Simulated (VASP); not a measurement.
Set up this calculation in VASP 6.6.1, as the native input.

```
Task                   : single point
Functional             : PBE
Dispersion             : D3(BJ)
Potentials or basis    : VASP PAW PBE potentials, release 64 (Al)
Cutoff                 : 520 eV
k mesh                 : 18 × 18 × 4
Occupations            : gaussian, width 0.15 eV
Spin                   : no spin polarisation
Dipole correction      : no
Further INCAR settings : ALGO = Normal; EDIFF = 1e-06; NBANDS = 14
```

The structure of Al lies in POSCAR:

```
Al
1.0
    2.9720000000      0.0000000000      0.0000000000
   -1.4860000000      2.5738275000      0.0000000000
    0.0000000000      0.0000000000      8.4426000000
Al
4
Direct
    0.0000000000      0.0000000000      0.0000000000
    0.3333333333      0.6666666667      0.2500000000
    0.0000000000      0.0000000000      0.5000000000
    0.6666666667      0.3333333333      0.7500000000
```

This isn't the form of Al at room conditions, which is fcc.

One way to write it, as run:

INCAR

```
PREC = Accurate
ENCUT = 520
EDIFF = 1E-6
ISMEAR = 0
SIGMA = 0.15
LREAL = False
LASPH = True
NELM = 80
ALGO = Normal
ISIF = 2
LWAVE = False
LCHARG = False
GGA = PE
IVDW = 12
NBANDS = 14
```

KPOINTS

```
regular mesh
0
Gamma
  18 18 4
```

Potentials or basis: VASP PAW PBE potentials, release 64 (Al).

The run is started by

```sh
$ cat potpaw_PBE.64/Al/POTCAR > POTCAR
$ mpirun -np 1 vasp_std > vasp.out
```

Results of the run:

- Pressure: 0.6 GPa
- Band gap on the k mesh: zero (bands 6 and 7 overlap by 8.16 eV)
- Dispersion energy per atom: -0.344 eV

It took 21 s on 1 thread of Intel(R) Xeon(R) 6975P-C (Granite Rapids) (shared host), peak memory 0.23 GiB.
